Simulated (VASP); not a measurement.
Wanted: the native input for a VASP 6.6.1 run.

```yaml
Task: single point
Functional: r2SCAN
Potentials_or_basis: VASP PAW PBE potentials, release 64 (Ti_sv)
Cutoff: 520 eV
k_mesh: 11 × 11 × 21
Occupations: gaussian, width 0.1 eV
Spin: no spin polarisation
Dipole_correction: no
Further_INCAR_settings: ALGO = Normal; EDIFF = 1e-07; NBANDS = 12; ISYM = 0
```

Ti:

```xyz
1
Lattice="3.2518 0.0000 0.0000 0.0000 3.2518 0.0000 1.6259 -1.6259 1.6259" Properties=species:S:1:pos:R:3 pbc="T T T"
Ti    0.0000    0.0000    0.0000
```

This isn't the form of Ti at room conditions, which is hcp.

These files were run (other wordings do the same):

POSCAR

```
Ti
1.0
    3.2517897414      0.0000000000      0.0000000000
    0.0000000000      3.2517897414      0.0000000000
    1.6258948707     -1.6258948707      1.6258948707
Ti
1
Direct
    0.0000000000      0.0000000000      0.0000000000
```

INCAR.step1

```
SYSTEM = Ti
ALGO     = Normal         ! electronic algorithm
EDIFF    = 1E-4           ! SCF threshold, eV
ENCUT    = 520            ! plane-wave cutoff, eV
GGA      = PE             ! functional
ISMEAR   = 0              ! smearing method
ISYM     = 0            
LASPH    = .TRUE.         ! aspherical terms in the spheres
LCHARG   = .FALSE.        ! write CHGCAR
LREAL    = .FALSE.        ! projectors in reciprocal space
LWAVE    = .TRUE.         ! write WAVECAR
NBANDS   = 12             ! bands
NELM     = 100            ! most SCF steps
PREC     = Accurate       ! precision mode
SIGMA    = 0.1            ! smearing width, eV
```

INCAR.step2

```
SYSTEM = Ti
ALGO     = Normal         ! electronic algorithm
EDIFF    = 1E-7           ! SCF threshold, eV
ENCUT    = 520            ! plane-wave cutoff, eV
ISIF     = 2              ! what is computed and relaxed
ISMEAR   = 0              ! smearing method
ISTART   = 1            
ISYM     = 0            
LASPH    = .TRUE.         ! aspherical terms in the spheres
LCHARG   = .TRUE.         ! write CHGCAR
LELF     = .TRUE.         ! ELF
LMIXTAU  = .TRUE.       
LREAL    = .FALSE.        ! projectors in reciprocal space
LVHAR    = .TRUE.       
LWAVE    = .FALSE.        ! write WAVECAR
METAGGA  = R2SCAN         ! meta-GGA
NBANDS   = 12             ! bands
NELM     = 100            ! most SCF steps
PREC     = Accurate       ! precision mode
SIGMA    = 0.1            ! smearing width, eV
```

KPOINTS

```
k-points
0
G
  11 11 21
  0 0 0
```

Potentials or basis: VASP PAW PBE potentials, release 64 (Ti_sv).

Run with:

```bash
$ cat potpaw_PBE.64/Ti_sv/POTCAR > POTCAR
$ cp INCAR.step1 INCAR
$ mpirun -np 1 vasp_std > vasp.out
$ cp INCAR.step2 INCAR
$ mpirun -np 1 vasp_std > vasp.out
```

It gave:

The pressure is 0.5 GPa and the band gap on the k mesh is zero (bands 6 and 7 overlap by 1.79 eV).

Caveat: the PAW data sets were made with another functional, which shifts forces and pressure a little.

Run time: 25 min on 1 thread of Oxide Virtual Turin-like Processor (shared host), peak memory 0.33 GiB.
